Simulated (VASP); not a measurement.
# TiC2 (Cmcm) in VASP: single point with PBE

Aim: the single point of TiC2 with PBE.

All numbers are computed with VASP 6.6.1; they aren't measurements. Logs are shortened: lines on timing, memory, paths and dates and some standing lists are left out, and cuts for length are marked.

## Step 1: The cell of the first run

Symmetry: Cmcm, No. 63, orthorhombic system. The conventional cell has a = 2.885 Å, b = 12.599 Å, c = 2.702 Å, α = 90.00°, β = 90.00°, γ = 90.00°. Ti (site symmetry m2m) has 10 C at 2.17 to 2.35 Å and 4 Ti at 2.70 to 2.88 Å within 2.9 Å. Within 2.1 Å of C (site symmetry m2m) lie 2 C at 1.56 Å. C (site symmetry m2m) has 4 C at 1.98 Å and 4 Ti at 2.17 to 2.21 Å within 2.6 Å.

## Step 2: Single point, PBE

Input file INCAR:

```
  ALGO = Normal
  EDIFF = 1E-6
  ENCUT = 520
  GGA = PE
  ISIF = 2
  ISMEAR = 0
  LASPH = True
  LCHARG = False
  LREAL = False
  LWAVE = False
  NBANDS = 29
  NELM = 100
  PREC = Accurate
  SIGMA = 0.1
```

Input file KPOINTS:

```
k-points
0
Gamma
  12 12 14
```

Input file POSCAR:

```
TiC2
1.0
    1.4422808497     -6.2997479319      0.0000000000
    1.4422808497      6.2997479319      0.0000000000
    0.0000000000      0.0000000000      2.7017471412
Ti C
2 4
Direct
    0.8839341228      0.1160658772      0.7500000000
    0.1160658772      0.8839341228      0.2500000000
    0.5313140722      0.4686859278      0.7500000000
    0.4686859278      0.5313140722      0.2500000000
    0.2507683211      0.7492316789      0.7500000000
    0.7492316789      0.2507683211      0.2500000000
```

Potentials or basis: VASP PAW PBE potentials, release 64 (Ti_sv, C).

On the command line:

```
> cat potpaw_PBE.64/Ti_sv/POTCAR potpaw_PBE.64/C/POTCAR > POTCAR
> mpirun -np 1 vasp_std > vasp.out
```

OUTCAR:

```text
EDIFF = 1E-6
   ENCUT = 520
   GGA = PE
   ISIF = 2
   ISMEAR = 0
   LASPH = True
   LREAL = False
   NELM = 100
   PREC = Accurate

 ion  position               nearest neighbor table
   1  0.884  0.116  0.750-   6 2.17   6 2.17   5 2.21   5 2.21   4 2.25   4 2.25   4 2.25   4 2.25
                             3 2.35   3 2.35
   2  0.116  0.884  0.250-   5 2.17   5 2.17   6 2.21   6 2.21   3 2.25   3 2.25   3 2.25   3 2.25
                             4 2.35   4 2.35
   3  0.531  0.469  0.750-   4 1.56   4 1.56   2 2.25   2 2.25   2 2.25   2 2.25   1 2.35   1 2.35

   4  0.469  0.531  0.250-   3 1.56   3 1.56   1 2.25   1 2.25   1 2.25   1 2.25   2 2.35   2 2.35

   5  0.251  0.749  0.750-   6 1.98   6 1.98   6 1.98   6 1.98   2 2.17   2 2.17   1 2.21   1 2.21

   6  0.749  0.251  0.250-   5 1.98   5 1.98   5 1.98   5 1.98   1 2.17   1 2.17   2 2.21   2 2.21

  LATTYP: Found a base centered orthorhombic cell.
 ALAT       =     2.8845616994
 B/A-ratio  =     4.3679065233
 C/A-ratio  =     0.9366231070

  Lattice vectors:

 A1 = (   1.4422808497,  -6.2997479319,   0.0000000000)
 A2 = (   1.4422808497,   6.2997479319,   0.0000000000)
 A3 = (   0.0000000000,   0.0000000000,   2.7017471412)

Analysis of symmetry for initial positions (statically):
=====================================================================
 Subroutine PRICEL returns:
 Original cell was already a primitive cell.

 Routine SETGRP: Setting up the symmetry group for a
 base centered orthorhombic supercell.

 Subroutine GETGRP returns: Found  8 space group operations
 (whereof  4 operations were pure point group operations)
 out of a pool of  8 trial point group operations.

The static configuration has the point symmetry C_2h.
 The point group associated with its full space group is D_2h.

Analysis of symmetry for dynamics (positions and initial velocities):
=====================================================================
 Subroutine PRICEL returns:
 Original cell was already a primitive cell.

 Routine SETGRP: Setting up the symmetry group for a
 base centered orthorhombic supercell.

 Subroutine GETGRP returns: Found  8 space group operations
 (whereof  4 operations were pure point group operations)
 out of a pool of  8 trial point group operations.

The dynamic configuration has the point symmetry C_2h.
 The point group associated with its full space group is D_2h.

 Subroutine INISYM returns: Found  8 space group operations
 (whereof  4 operations are pure point group operations),
 and found     1 'primitive' translations

----------------------------------------------------------------------------------------

                                     Primitive cell

  volume of cell :      49.0962

  direct lattice vectors                    reciprocal lattice vectors
     1.442280850 -6.299747932  0.000000000     0.346673119 -0.079368255  0.000000000
     1.442280850  6.299747932  0.000000000     0.346673119  0.079368255  0.000000000
     0.000000000  0.000000000  2.701747141     0.000000000  0.000000000  0.370130863

  length of vectors
     6.462739207  6.462739207  2.701747141     0.355642476  0.355642476  0.370130863

  position of ions in fractional coordinates (direct lattice)
     0.883934123  0.116065877  0.750000000
     0.116065877  0.883934123  0.250000000
     0.531314072  0.468685928  0.750000000
     0.468685928  0.531314072  0.250000000
     0.250768321  0.749231679  0.750000000
     0.749231679  0.250768321  0.250000000

  ion indices of the primitive-cell ions
   primitive index   ion index
                 1           1
                 2           2
                 3           3
                 4           4
                 5           5
                 6           6

----------------------------------------------------------------------------------------

 KPOINTS: k-points

Automatic generation of k-mesh.
 Grid dimensions read from file:
 generate k-points for:   12   12   14

 Generating k-lattice:

  Cartesian coordinates                     Fractional coordinates (reciprocal lattice)
     0.028889427 -0.006614021  0.000000000     0.083333333 -0.000000000  0.000000000
     0.028889427  0.006614021  0.000000000    -0.000000000  0.083333333  0.000000000
     0.000000000  0.000000000  0.026437919     0.000000000  0.000000000  0.071428571

  Length of vectors
     0.029636873  0.029636873  0.026437919

  Shift w.r.t. Gamma in fractional coordinates (k-lattice)
     0.000000000  0.000000000  0.000000000

 Subroutine IBZKPT returns following result:
 ===========================================

 Found    344 irreducible k-points:

 Following reciprocal coordinates:
            Coordinates               Weight
  0.000000  0.000000  0.000000      1.000000
  0.083333 -0.000000  0.000000      4.000000
  0.166667 -0.000000  0.000000      4.000000
  0.250000 -0.000000  0.000000      4.000000
  0.333333 -0.000000  0.000000      4.000000
  0.416667 -0.000000  0.000000      4.000000
[... 16 lines left out ...]
  0.500000  0.166667  0.000000      4.000000
 -0.416667  0.166667  0.000000      4.000000
 [... further k-points ...]
   k-points           NKPTS =    344   k-points in BZ     NKDIM =    344   number of bands    NBANDS=     29
   number of dos      NEDOS =    301   number of ions     NIONS =      6
   total plane-waves  NPLWV =  46080
   dimension x,y,z NGX =    48 NGY =   48 NGZ =   20
   dimension x,y,z NGXF=    96 NGYF=   96 NGZF=   40
   ions per type =               2   4
   NGX,Y,Z   is equivalent  to a cutoff of  12.35, 12.35, 12.31 a.u.
   NGXF,Y,Z  is equivalent  to a cutoff of  24.69, 24.69, 24.61 a.u.
 SYSTEM =  unknown system
   PREC   = accura    normal or accurate (medium, high low for compatibility)
   ISTART =      0    job   : 0-new  1-cont  2-samecut
   ICHARG =      2    charge: 1-file 2-atom 10-const
   ISPIN  =      1    spin polarized calculation?
   LNONCOLLINEAR =      F non collinear calculations
   LSORBIT =      F    spin-orbit coupling
   LASPH  =      T    aspherical Exc in radial PAW
   ENCUT  =  520.0 eV  38.22 Ry    6.18 a.u.  12.02 12.02  5.02*2*pi/ulx,y,z
   NELM   =    100;   NELMIN=  2; NELMDL= -5     # of ELM steps
   EDIFF  = 0.1E-05   stopping-criterion for ELM
   LREAL  =      F    real-space projection
   EDIFFG = 0.1E-04   stopping-criterion for IOM
   NSW    =      0    number of steps for IOM
   IBRION =     -1    ionic relax: 0-MD 1-quasi-New 2-CG
   NFREE  =      0    steps in history (QN), initial steepest desc. (CG)
   ISIF   =      2    stress and relaxation
   ISYM   =      2    0-nonsym 1-usesym 2-fastsym
   POTIM  = 0.5000    time-step for ionic-motion
   TEBEG  =    0.0;   TEEND  =   0.0 temperature during run
   PSTRESS=    0.0 pullay stress
   NELECT =      40.0000    total number of electrons
   NUPDOWN=      -1.0000    fix difference up-down
   EMIN   =  10.00;   EMAX   =-10.00  energy-range for DOS
   EFERMI =   0.00;   METHOD = LEGACY
   ISMEAR =     0;   SIGMA  =   0.10  broadening in eV -4-tet -1-fermi 0-gaus
   EFERMI_NEDOS =   21; number of points for ismear=-14 and -15
   IALGO  =     38    algorithm
   IMIX   =      4    mixing-type and parameters
     AMIX     =   0.40;   BMIX     =  1.00
     AMIX_MAG =   1.60;   BMIX_MAG =  1.00
  volume/ion in A,a.u.               =       8.18        55.22
  Fermi-wavevector in a.u.,A,eV,Ry     =   1.529017  2.889423 31.808957  2.337892
  Thomas-Fermi vector in A             =   2.636696
   LORBIT       =      0    0 simple, 1 ext, 2 COOP (PROOUT), +10 PAW based schemes
   GGA     = PE    functional components
   LHFCALC =     F    Hartree Fock is set to
   AEXX    =    0.0000 exact exchange contribution
   IVDW    =     0    specifies the selected vdW correction
   LEPSILON=     F    determine dielectric tensor
   LRPA    =     F    only Hartree local field effects (RPA)
 non-spin polarized calculation
 Gauss-broadening in eV      SIGMA  =   0.10
  energy-cutoff  :      520.00
  volume of cell :       49.10
 maximum number of plane-waves:      1342
   NGX = 25   NGY = 25   NGZ = 11

 number of electron      40.0000004 magnetization

 Free energy of the ion-electron system (eV)
  ---------------------------------------------------
  ext. energy  EPLUGINS =         0.00000000
  ---------------------------------------------------
  free energy    TOTEN  =       -51.22405548 eV

  energy without entropy =      -51.21645313  energy(sigma->0) =      -51.22025430

 E-fermi :  11.1329     XC(G=0): -13.2278

 val. band max:       11.1209000180   @ k =  -0.4167   0.4167   0.3571
 cond. band min:      11.1350548776   @ k =  -0.4167   0.0833   0.0714
 fundamental gap:      0.0141548596
 Fermi energy:        11.1329300340

 k-point     1 :       0.0000    0.0000    0.0000
  band No.  band energies     occupation
      1     -45.9366      2.00000
      2     -45.9180      2.00000
      3     -22.5034      2.00000
      4     -22.2541      2.00000
      5     -22.0762      2.00000
      6     -22.0592      2.00000
[... 21 lines left out ...]
     28      15.1141      0.00000
     29      15.8096      0.00000

 k-point     2 :       0.0833   -0.0000    0.0000
  band No.  band energies     occupation
      1     -45.9330      2.00000
      2     -45.9147      2.00000
      3     -22.4945      2.00000
      4     -22.2515      2.00000
      5     -22.1112      2.00000
      6     -22.0911      2.00000
[... 21 lines left out ...]
     28      15.0567      0.00000
     29      15.4397      0.00000

 k-point     3 :       0.1667   -0.0000    0.0000
  band No.  band energies     occupation
      1     -45.9231      2.00000
      2     -45.9055      2.00000
      3     -22.4703      2.00000
      4     -22.2456      2.00000
      5     -22.2051      2.00000
      6     -22.1769      2.00000
[... 638 lines left out ...]
      5     -22.3737      2.00000
      6     -22.2396      2.00000
[... 21 lines left out ...]
     28      14.9205      0.00000
     29      15.1023      0.00000

 k-point    24 :      -0.4167    0.1667    0.0000
  band No.  band energies     occupation
      1     -45.9087      2.00000
      2     -45.8938      2.00000
      3     -22.4227      2.00000
      4     -22.3313      2.00000
      5     -22.2927      2.00000
      6     -22.2521      2.00000
[... 21 lines left out ...]
     28      14.8282      0.00000
     29      14.9427      0.00000

 [... further k-points ...]

------------------------ aborting loop because EDIFF is reached ----------------------------------------

  FORCE on cell =-STRESS in cart. coord.  units (eV):
  Direction    XX          YY          ZZ          XY          YZ          ZX
  --------------------------------------------------------------------------------------
  -------------------------------------------------------------------------------------
  Total        0.0777710      0.1722804      0.1126009      0.0000000     -0.0000000      0.0000000
  in kB        2.5379355      5.6221008      3.6745540      0.0000000     -0.0000000      0.0000000
  external PRESSURE =       3.9448634 kB  Pullay stress =       0.0000000 kB

 VOLUME and BASIS-vectors are now :
 -----------------------------------------------------------------------------
  energy-cutoff  :      520.00
  volume of cell :       49.10
      direct lattice vectors                 reciprocal lattice vectors
     1.442280850 -6.299747932  0.000000000     0.346673119 -0.079368255  0.000000000
     1.442280850  6.299747932  0.000000000     0.346673119  0.079368255  0.000000000
     0.000000000  0.000000000  2.701747141     0.000000000  0.000000000  0.370130863

 POSITION                                       TOTAL-FORCE (eV/Angst)
 -----------------------------------------------------------------------------------
      1.44228     -4.83738      2.02631         0.000000      0.004618     -0.000000
      1.44228      4.83738      0.67544         0.000000     -0.004618      0.000000
      1.44228     -0.39454      2.02631         0.000000     -0.007166      0.000000
      1.44228      0.39454      0.67544         0.000000      0.007166      0.000000
      1.44228      3.14019      2.02631         0.000000     -0.005043      0.000000
      1.44228     -3.14019      0.67544         0.000000      0.005043      0.000000
 -----------------------------------------------------------------------------------
    total drift:                                0.000000      0.000000      0.000000

  FREE ENERGIE OF THE ION-ELECTRON SYSTEM (eV)
  ---------------------------------------------------
  free  energy   TOTEN  =       -51.2240554794 eV

  energy  without entropy=      -51.2164531262  energy(sigma->0) =      -51.22025430
```

It took 11 min on 1 thread of Intel Xeon Platinum 8259CL at 2.50GHz (Skylake/Cascade Lake), shared host; peak memory 0.5 GiB.

What came out:

- Free energy: -51.2241 eV
- Pressure: 0.4 GPa
- Largest force: 0.007 eV/Å
- Band gap on the k mesh: zero (band 20 reaches 12.23 eV, above the bottom of band 21 at 10.29 eV)

Forces on the atoms (eV/Å):
```
Ti   0.000  0.005  0.000
Ti   0.000 -0.005  0.000
C    0.000 -0.007  0.000
C    0.000  0.007  0.000
C    0.000 -0.005  0.000
C    0.000  0.005  0.000
```

Stress tensor (GPa, compression positive):
```
0.25 0.00 0.00
0.00 0.56 0.00
0.00 0.00 0.37
```

Levels at points of the mesh, in eV from the Fermi level:
| k point | band 17 | band 18 | band 19 | band 20 | band 21 | band 22 | band 23 | band 24 |
| --- | --- | --- | --- | --- | --- | --- | --- | --- |
| (0.00, 0.00, 0.00) | -4.04 | -3.24 | -2.84 | -0.37 | 1.68 | 1.91 | 2.26 | 2.58 |
| (0.50, 0.00, 0.00) | -2.30 | -1.00 | -0.60 | -0.27 | -0.19 | 0.92 | 2.45 | 2.53 |
| (0.50, 0.50, 0.00) | -3.31 | -3.07 | -2.43 | 0.69 | 1.05 | 1.21 | 2.28 | 2.60 |
| (0.00, 0.00, 0.50) | -2.96 | -2.96 | -0.94 | -0.94 | -0.31 | -0.31 | 1.74 | 1.74 |
| (0.50, 0.00, 0.50) | -5.42 | -5.42 | -2.71 | -2.71 | 2.62 | 2.62 | 3.23 | 3.23 |
| (0.50, 0.50, 0.50) | -2.70 | -2.70 | -1.17 | -1.17 | -0.74 | -0.74 | 3.05 | 3.05 |
